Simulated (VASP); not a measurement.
P:

```
P
1.0
     1.65189   -5.34325    0.00000
     1.65189    5.34325    0.00000
     0.00000    0.00000    4.46504
P
4
Direct
  0.90089 0.09911 0.08504
  0.59911 0.40089 0.58504
  0.09911 0.90089 0.91496
  0.40089 0.59911 0.41496
```

Base run:

| Property | Result |
| --- | --- |
| Program | VASP 6.6.1 |
| Functional | r2SCAN |
| Potentials or basis | VASP PAW PBE potentials, release 64 (P) |
| Cutoff | 520 eV |
| k mesh | 8 × 8 × 6 |
| Occupations | fermi-dirac, width 0.02 eV |
| Spin | no spin polarisation |

Its results: band gap on the k mesh 0.03 eV; pressure 0.1 GPa; largest force 0.154 eV/Å.

Task: The run is repeated on the same cell with these changes: functional from r2SCAN to PBE. What comes out?

Result: Band gap on the k mesh 0.11 eV; pressure 1.6 GPa; largest force 0.169 eV/Å.

Caveats: the PAW data sets were made with another functional, which shifts forces and pressure a little (at least some runs).

A k mesh can miss the band edges.
